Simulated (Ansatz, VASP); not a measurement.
**Au: VASP beside Ansatz**

```xyz
1
Lattice="0.0000 2.0606 2.0606 2.0606 0.0000 2.0606 2.0606 2.0606 0.0000" Properties=species:S:1:pos:R:3 pbc="T T T"
Au    0.0000    0.0000    0.0000
```

Alike in both runs: functional r2SCAN; k mesh 7 × 7 × 7; occupations fermi-dirac, width 0.0974 eV; no spin polarisation.

Ansatz relaxed the structure, and its values are those at the end. VASP's run is a single point on that final structure, the one shown.

|  | VASP | Ansatz |
| --- | --- | --- |
| version | VASP 6.6.1 | Ansatz 0.2.0 |
| potentials or method | VASP PAW PBE potentials, release 64 (Au), cutoff 550 eV | PAW plane waves |
| valence electrons in the cell | 11 | 19 |

```csv
,VASP,Ansatz,Ansatz less VASP
gap on the k mesh at the Fermi level (eV),none,none,-
pressure (GPa),0.3,0.0,-0.28
```

VASP's potentials were made for PBE, not for r2SCAN. A gap of «none» marks a metal or a gap that the smearing closes. With one functional, cell and mesh, what is left measures potentials, basis and numerics. VASP's potentials hold 11 valence electrons a cell and Ansatz's 19, so a difference there can come from the potentials and not from the codes.

The k mesh is coarse, so the values compare programs but aren't converged. Neither program's run includes spin-orbit coupling.
